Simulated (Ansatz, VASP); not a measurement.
**AlN: VASP beside Ansatz**

File INCAR:

```
ALGO = Normal ; EDIFF = 1E-6
ENCUT = 520 ; GGA = PS
ISIF = 2 ; ISMEAR = 0
LASPH = True ; LCHARG = False
LREAL = False ; LWAVE = False
NBANDS = 16 ; NELM = 80
PREC = Accurate ; SIGMA = 0.05
```

The input KPOINTS:

```
k-points
0
Gamma
  9 9 6
```

POSCAR

```
AlN
1.0
    3.2222000000      0.0000000000      0.0000000000
   -1.6111000000      2.7905070561      0.0000000000
    0.0000000000      0.0000000000      4.3470000000
Al N
2 2
Direct
    0.3333333333      0.6666666667      0.7500000000
    0.6666666667      0.3333333333      0.2500000000
    0.3333333333      0.6666666667      0.2500000000
    0.6666666667      0.3333333333      0.7500000000
```

Input for Ansatz:

```yaml
crystal:
  lattice:
    - [3.2222, 0.0, 0.0]
    - [-1.6111, 2.7905070561, 0.0]
    - [0.0, 0.0, 4.347]
  atoms:
    - { symbol: Al, position: [0.3333333333, 0.6666666667, 0.75] }
    - { symbol: Al, position: [0.6666666667, 0.3333333333, 0.25] }
    - { symbol: "N", position: [0.3333333333, 0.6666666667, 0.25] }
    - { symbol: "N", position: [0.6666666667, 0.3333333333, 0.75] }
basis:
  ecutwfc: 520.0
kpoints:
  mp_grid: { grid: [9, 9, 6] }
hamiltonian:
  xc: pbesol
  pseudopotentials: { kind: paw, azcp: { folder: soft_1 } }
scf:
  occupations: { method: gaussian, width: 0.05 }
output:
  forces: true
  stress: true
  eigenvalues: true
```

Alike in both runs: task single point; functional PBEsol; k mesh 9 × 9 × 6; occupations gaussian, width 0.05 eV; no spin polarisation.

|  | VASP | Ansatz |
| --- | --- | --- |
| version | VASP 6.6.1 | Ansatz 0.2.0 |
| potentials or method | VASP PAW PBE potentials, release 64 (Al, N), cutoff 520 eV | scalar-relativistic, plane waves, PAW |
| valence electrons in the cell | 16 | 16 |

VASP gave:

| Item | Value |
| --- | --- |
| gap on the k mesh at the Fermi level (eV) | 3.18 |
| least direct gap on the mesh (eV) | 3.18 |
| pressure (GPa) | 3.6 |
| traceless stress, the component that is largest in VASP (GPa) | -9.61 |

Question: Which values does Ansatz return?

Answer: gap on the k mesh at the Fermi level (eV): 3.17; least direct gap on the mesh (eV): 3.17; pressure (GPa): 3.6; traceless stress, the component that is largest in VASP (GPa): -9.50.

VASP's potentials were made for PBE, not for PBEsol, and Ansatz warns of the same on its side.
